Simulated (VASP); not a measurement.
# MgSe3 (Pm-3m) in VASP: relaxation of cell and atoms with PBE

Aim: the relaxation of cell and atoms of MgSe3 with PBE.

Program: VASP 6.6.1. These are calculated values, not measurements. Logs are shortened: lines on timing, memory, paths and dates and some standing lists are left out, and cuts for length are marked.

## 1. The cell of the first run

It takes space group Pm-3m (No. 221, cubic). Conventional cell: a = 4.404 Å, b = 4.404 Å, c = 4.404 Å, α = 90.00°, β = 90.00°, γ = 90.00°. Within 4.1 Å of Mg (site symmetry m-3m) lie 12 Se at 3.11 Å. Within 4.1 Å of Se (site symmetry 4/mmm) lie 4 Mg at 3.11 Å and 8 Se at 3.11 Å.

The cell was built from a structure type or drawn by symmetry, and may not be a known phase.

## 2. Relaxation of cell and atoms, PBE

INCAR

```
PREC = Accurate
ENCUT = 600
EDIFF = 1E-6
ISMEAR = 0
SIGMA = 0.1
LREAL = False
LASPH = True
NELM = 60
ALGO = Normal
ISIF = 3
LWAVE = False
LCHARG = False
GGA = PE
IBRION = 2
NSW = 100
EDIFFG = -0.01
```

KPOINTS

```
regular mesh
0
Gamma
  10 10 10
```

POSCAR

```
MgSe3
1.0
    4.4042834431      0.0000000000      0.0000000000
    0.0000000000      4.4042834431      0.0000000000
    0.0000000000      0.0000000000      4.4042834431
Mg Se
1 3
Direct
    0.0000000000      0.0000000000      0.0000000000
    0.0000000000      0.5000000000      0.5000000000
    0.5000000000      0.0000000000      0.5000000000
    0.5000000000      0.5000000000      0.0000000000
```

Potentials or basis: VASP PAW PBE potentials, release 64 (Mg, Se).

Started as:

```
> cat potpaw_PBE.64/Mg/POTCAR potpaw_PBE.64/Se/POTCAR > POTCAR
> mpirun -np 1 vasp_std > vasp.out
```

OUTCAR:

```text
PREC = Accurate
   ENCUT = 600
   EDIFF = 1E-6
   ISMEAR = 0
   LREAL = False
   LASPH = True
   NELM = 60
   ISIF = 3
   GGA = PE
   IBRION = 2
   NSW = 100
   EDIFFG = -0.01

 ion  position               nearest neighbor table
   1  0.000  0.000  0.000-   2 3.11   3 3.11   4 3.11   2 3.11   3 3.11   2 3.11   4 3.11   2 3.11
                             3 3.11   4 3.11   3 3.11   4 3.11
   2  0.000  0.500  0.500-   1 3.11   1 3.11   1 3.11   1 3.11
   3  0.500  0.000  0.500-   1 3.11   1 3.11   1 3.11   1 3.11
   4  0.500  0.500  0.000-   1 3.11   1 3.11   1 3.11   1 3.11

  LATTYP: Found a simple cubic cell.
 ALAT       =     4.4042834431

  Lattice vectors:

 A1 = (   4.4042834431,   0.0000000000,   0.0000000000)
 A2 = (   0.0000000000,   4.4042834431,   0.0000000000)
 A3 = (   0.0000000000,   0.0000000000,   4.4042834431)

Analysis of symmetry for initial positions (statically):
=====================================================================
 Subroutine PRICEL returns:
 Original cell was already a primitive cell.

 Routine SETGRP: Setting up the symmetry group for a
 simple cubic supercell.

 Subroutine GETGRP returns: Found 48 space group operations
 (whereof 48 operations were pure point group operations)
 out of a pool of 48 trial point group operations.

The static configuration has the point symmetry O_h .

Analysis of symmetry for dynamics (positions and initial velocities):
=====================================================================
 Subroutine PRICEL returns:
 Original cell was already a primitive cell.

 Routine SETGRP: Setting up the symmetry group for a
 simple cubic supercell.

 Subroutine GETGRP returns: Found 48 space group operations
 (whereof 48 operations were pure point group operations)
 out of a pool of 48 trial point group operations.

The dynamic configuration has the point symmetry O_h .

 Subroutine INISYM returns: Found 48 space group operations
 (whereof 48 operations are pure point group operations),
 and found     1 'primitive' translations

----------------------------------------------------------------------------------------

                                     Primitive cell

  volume of cell :      85.4330

[... 105 lines left out ...]
   EMIN   =  10.00;   EMAX   =-10.00  energy-range for DOS
   EFERMI =   0.00;   METHOD = LEGACY
   ISMEAR =     0;   SIGMA  =   0.10  broadening in eV -4-tet -1-fermi 0-gaus
   EFERMI_NEDOS =   21; number of points for ismear=-14 and -15
   IALGO  =     38    algorithm
   IMIX   =      4    mixing-type and parameters
     AMIX     =   0.40;   BMIX     =  1.00
     AMIX_MAG =   1.60;   BMIX_MAG =  1.00
  volume/ion in A,a.u.               =      21.36       144.13
  Fermi-wavevector in a.u.,A,eV,Ry     =   1.008965  1.906668 13.850881  1.018011
  Thomas-Fermi vector in A             =   2.141865
   LORBIT       =      0    0 simple, 1 ext, 2 COOP (PROOUT), +10 PAW based schemes
   GGA     = PE    functional components
   LHFCALC =     F    Hartree Fock is set to
   AEXX    =    0.0000 exact exchange contribution
   IVDW    =     0    specifies the selected vdW correction
   LEPSILON=     F    determine dielectric tensor
   LRPA    =     F    only Hartree local field effects (RPA)
 conjugate gradient relaxation of ions
 non-spin polarized calculation
 Gauss-broadening in eV      SIGMA  =   0.10
  energy-cutoff  :      600.00
  volume of cell :       85.43
 maximum number of plane-waves:      2897
 NGX is ok and might be reduce to    36
   NGX = 17   NGY = 17   NGZ = 17

--------------------------------------- Ionic step        1  -------------------------------------------

 number of electron      20.0000004 magnetization

 Free energy of the ion-electron system (eV)
  ---------------------------------------------------
  ext. energy  EPLUGINS =         0.00000000
  ---------------------------------------------------
  free energy    TOTEN  =       -11.70986362 eV

  energy without entropy =      -11.69862789  energy(sigma->0) =      -11.70424576

------------------------ aborting loop because EDIFF is reached ----------------------------------------

  FORCE on cell =-STRESS in cart. coord.  units (eV):
  Direction    XX          YY          ZZ          XY          YZ          ZX
  --------------------------------------------------------------------------------------
  -------------------------------------------------------------------------------------
  Total       -0.4765878     -0.4765878     -0.4765878      0.0000000      0.0000000      0.0000000
  in kB       -8.9377410     -8.9377410     -8.9377410      0.0000000      0.0000000      0.0000000
  external PRESSURE =      -8.9377410 kB  Pullay stress =       0.0000000 kB
[... 63 lines left out ...]
--------------------------------------- Ionic step        3  -------------------------------------------

 number of electron      20.0000004 magnetization

 Free energy of the ion-electron system (eV)
  ---------------------------------------------------
  ext. energy  EPLUGINS =         0.00000000
  ---------------------------------------------------
  free energy    TOTEN  =       -11.71371535 eV

  energy without entropy =      -11.70315442  energy(sigma->0) =      -11.70843488

 E-fermi :   4.9408     XC(G=0):  -9.9469

 val. band max:        4.9193234224   @ k =   0.3000   0.3000   0.2000
 cond. band min:       4.9558739345   @ k =   0.4000   0.4000   0.3000
 fundamental gap:      0.0365505121
 Fermi energy:         4.9408275553

 k-point     1 :       0.0000    0.0000    0.0000
  band No.  band energies     occupation
      1     -10.4656      2.00000
      2      -6.8856      2.00000
      3      -6.8856      2.00000
      4      -0.3672      2.00000
      5      -0.3672      2.00000
      6      -0.3672      2.00000
      7       3.8282      2.00000
      8       3.8282      2.00000
      9       3.8282      2.00000
     10       4.2935      2.00000
     11       5.7445      0.00000
     12       5.7445      0.00000
     13       5.7445      0.00000
     14       9.6118      0.00000
[... 377 lines left out ...]
      1      -9.8884      2.00000
      2      -7.8054      2.00000
      3      -6.9780      2.00000
      4      -0.4686      2.00000
      5       0.4642      2.00000
      6       0.8546      2.00000
      7       2.0380      2.00000
      8       2.4752      2.00000
      9       3.6093      2.00000
     10       3.8014      2.00000
     11       5.0855      0.04081
     12       5.4294      0.00000
     13       6.5759      0.00000
     14       9.5203      0.00000

 [... further k-points ...]
[... 5 lines left out ...]
  --------------------------------------------------------------------------------------
  -------------------------------------------------------------------------------------
  Total        0.0032216      0.0032216      0.0032216      0.0000000     -0.0000000     -0.0000000
  in kB        0.0613758      0.0613758      0.0613758      0.0000000     -0.0000000     -0.0000000
  external PRESSURE =       0.0613758 kB  Pullay stress =       0.0000000 kB
[... 19 lines left out ...]
  FREE ENERGIE OF THE ION-ELECTRON SYSTEM (eV)
  ---------------------------------------------------
  free  energy   TOTEN  =       -11.7137153455 eV

  energy  without entropy=      -11.7031544227  energy(sigma->0) =      -11.70843488

 reached required accuracy - stopping structural energy minimisation
```

CONTCAR:

```text
MgSe3
   1.00000000000000
     4.3812386040750768    0.0000000000000000    0.0000000000000000
     0.0000000000000000    4.3812386040750768   -0.0000000000000000
     0.0000000000000000    0.0000000000000000    4.3812386040750768
  Mg              Se
     1     3
Direct
     0.0000000000000000    0.0000000000000000    0.0000000000000000
     0.0000000000000000    0.5000000000000000    0.5000000000000000
     0.5000000000000000    0.0000000000000000    0.5000000000000000
     0.5000000000000000    0.5000000000000000    0.0000000000000000

  0.00000000E+00  0.00000000E+00  0.00000000E+00
  0.00000000E+00  0.00000000E+00  0.00000000E+00
  0.00000000E+00  0.00000000E+00  0.00000000E+00
  0.00000000E+00  0.00000000E+00  0.00000000E+00
```

It took 3 min on 1 thread of Intel Xeon 8259CL, shared host; peak memory 0.27 GiB.

Results:

```yaml
Free_energy: -11.7137 eV
Relaxed_volume: 21.02 Å³/atom
Relaxed_cell: a = 4.381 Å, b = 4.381 Å, c = 4.381 Å, α = 90.00°, β = 90.00°, γ = 90.00°
Space_group_after_relaxing_to_0.1_Å: Pm-3m (No. 221)
Energy_gained_by_relaxing: 1.0 meV/atom
Ionic_steps: 3
Pressure_after_relaxing: 0.0 GPa
Band_gap_on_the_k_mesh: zero (bands 10 and 11 overlap by 1.92 eV)
```

Step by step:
| step | energy change (eV) | largest force (eV/Å) | pressure (GPa) | volume (Å³) |
| --- | --- | --- | --- | --- |
| 1 | 0.0000 | 0.0000 | -0.89 | 85.43 |
| 2 | -0.0038 | 0.0000 | 0.10 | 83.97 |
| 3 | -0.0039 | 0.0000 | 0.01 | 84.10 |

Final structure:
```yaml
crystal:
  lattice:
    - [4.38124, 0.00000, 0.00000]
    - [0.00000, 4.38124, 0.00000]
    - [0.00000, 0.00000, 4.38124]
  atoms:
    - { symbol: Mg, position: [0.00000, 0.00000, 0.00000] }
    - { symbol: Se, position: [0.00000, 0.50000, 0.50000] }
    - { symbol: Se, position: [0.50000, 0.00000, 0.50000] }
    - { symbol: Se, position: [0.50000, 0.50000, 0.00000] }
```

Levels at points of the mesh, in eV from the Fermi level:
```tsv
k point	band 6	band 7	band 8	band 9	band 10	band 11	band 12	band 13	band 14
(0.00, 0.00, 0.00)	-5.31	-1.11	-1.11	-1.11	-0.65	0.80	0.80	0.80	4.67
(0.50, 0.00, 0.00)	-4.05	-2.91	-2.91	-2.49	-2.12	0.37	0.37	3.05	3.62
(0.50, 0.50, 0.00)	-2.94	-2.94	-2.58	-2.58	-2.58	1.24	1.26	2.38	3.13
(0.50, 0.50, 0.50)	-5.84	-5.84	-1.31	1.39	1.39	1.39	1.39	1.39	8.15
```
